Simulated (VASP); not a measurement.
Set up this calculation in VASP 6.6.1, as the native input.

* Task: single point
* Functional: PBE
* Dispersion: D3(BJ)
* Potentials or basis: VASP PAW PBE potentials, release 64 (Al, H)
* Cutoff: 520 eV
* k mesh: 6 × 6 × 1
* Occupations: gaussian, width 0.1 eV
* Spin: no spin polarisation
* Dipole correction: yes
* Further INCAR settings: LREAL = Auto; ALGO = Normal; EDIFF = 1e-06; NBANDS = 78

The structure of Al36H lies in POSCAR:

```
Al36H
1.0
    5.6288445219      0.0000000000      0.0000000000
   -2.8144222609      4.8747223499      0.0000000000
    0.0000000000      0.0000000000     35.9073562080
Al H
36 1
Direct
    0.1666666667      0.3333333333      0.1113977865
    0.1666666667      0.8333333333      0.1113977865
    0.6666666667      0.3333333333      0.1113977865
    0.6666666667      0.8333333333      0.1113977865
    0.0000000000      0.0000000000      0.1757372983
    0.0000000000      0.5000000000      0.1757372983
    0.5000000000      0.0000000000      0.1757372983
    0.5000000000      0.5000000000      0.1757372983
    0.3333333333      0.1666666667      0.2400768102
    0.3333333333      0.6666666667      0.2400768102
    0.8333333333      0.1666666667      0.2400768102
    0.8333333333      0.6666666667      0.2400768102
    0.0000000000      0.0000000000      0.3044163221
    0.0000000000      0.5000000000      0.3044163221
    0.5000000000      0.0000000000      0.3044163221
    0.5000000000      0.5000000000      0.3044163221
    0.1666666667      0.3333333333      0.3682539347
    0.1666666667      0.8333333333      0.3682539347
    0.6666666667      0.3333333333      0.3682539347
    0.6666666667      0.8333333333      0.3682539347
    0.0000000000      0.0000000000      0.4320699059
    0.0000000000      0.5000000000      0.4320699059
    0.5000000000      0.0000000000      0.4320699059
    0.5000000000      0.5000000000      0.4320699059
    0.3333333333      0.1666666667      0.4967844642
    0.3333333333      0.6666666667      0.4967844642
    0.8333333333      0.1666666667      0.4967844642
    0.8333333333      0.6666666667      0.4967844642
    0.0000000000      0.0000000000      0.5611166564
    0.0000000000      0.5000000000      0.5611166564
    0.5000000000      0.0000000000      0.5611166564
    0.5000000000      0.5000000000      0.5611166564
    0.1666666667      0.3333333333      0.6268174153
    0.1666666667      0.8333333333      0.6268174153
    0.6666666667      0.3333333333      0.6268174153
    0.6666666667      0.8333333333      0.6268174153
    0.1666666667      0.3333333333      0.6964410318
```

The input as run:

INCAR

```
SYSTEM = Al36H
PREC = Accurate
ENCUT = 520
EDIFF = 1E-6
ISMEAR = 0
SIGMA = 0.1
LREAL = Auto
LASPH = .True.
NELM = 100
ALGO = Normal
ISIF = 2
LWAVE = .False.
LCHARG = .False.
LDIPOL = .True.
IDIPOL = 3
DIPOL = 0.5 0.5 0.377
GGA = PE
IVDW = 12
NBANDS = 78
```

KPOINTS

```
regular mesh
0
Gamma
  6 6 1
  0 0 0
```

Potentials or basis: VASP PAW PBE potentials, release 64 (Al, H).

Run with:

```sh
$ cat potpaw_PBE.64/Al/POTCAR potpaw_PBE.64/H/POTCAR > POTCAR
$ mpirun -np 1 vasp_std > vasp.out
```

It gave:

| Item | Value |
| --- | --- |
| Largest force | 1.651 eV/Å |
| Band gap on the k mesh | zero (an odd number of electrons rules out a gap without spin polarisation) |
| Dispersion energy per atom | -0.305 eV |

Run time: 16 min on 1 thread of Intel(R) Xeon(R) 6975P-C (Granite Rapids), with other jobs on the host, peak memory 1 GiB.
